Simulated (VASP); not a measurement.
A run of VASP 6.6.1 is set up as follows.

The input INCAR:

```
SYSTEM = Si3Ge
  PREC = Accurate
  ENCUT = 500
  EDIFF = 1E-6
  ISMEAR = 0
  SIGMA = 0.02
  LREAL = .False.
  LASPH = .True.
  NELM = 120
  ALGO = Normal
  ISIF = 2
  LWAVE = .False.
  LCHARG = .False.
  GGA = PE
  NBANDS = 36
  GGA_COMPAT = .False.
```

KPOINTS

```
Automatic mesh
0
Gamma
  10 10 10
  0 0 0
```

POSCAR

```
Si3Ge
1.0
   -2.7386105478      2.7386105478      5.4761667668
    2.7386105478     -2.7386105478      5.4761667668
    2.7386105478      2.7386105478     -5.4761667668
Si Ge
6 2
Direct
    0.5000000000      0.5000000000      0.0000000000
    0.6169376495      0.6250000000      0.4919376495
    0.1330623505      0.1250000000      0.5080623505
    0.2500000000      0.7500000000      0.5000000000
    0.8750000000      0.3830623505      0.0080623505
    0.3750000000      0.8669376495      0.9919376495
    0.0000000000      0.0000000000      0.0000000000
    0.7500000000      0.2500000000      0.5000000000
```

Potentials or basis: VASP PAW PBE potentials, release 64 (Si, Ge_d).

Run with:

```console
$ cat potpaw_PBE.64/Si/POTCAR potpaw_PBE.64/Ge_d/POTCAR > POTCAR
$ mpirun -np 1 vasp_std > vasp.out
```

(1) Estimate the band gap on the k mesh.

(2) Estimate the largest force.

## Answers

(1) 0.54 eV (least direct gap 0.61 eV).

(2) 0.003 eV/Å.
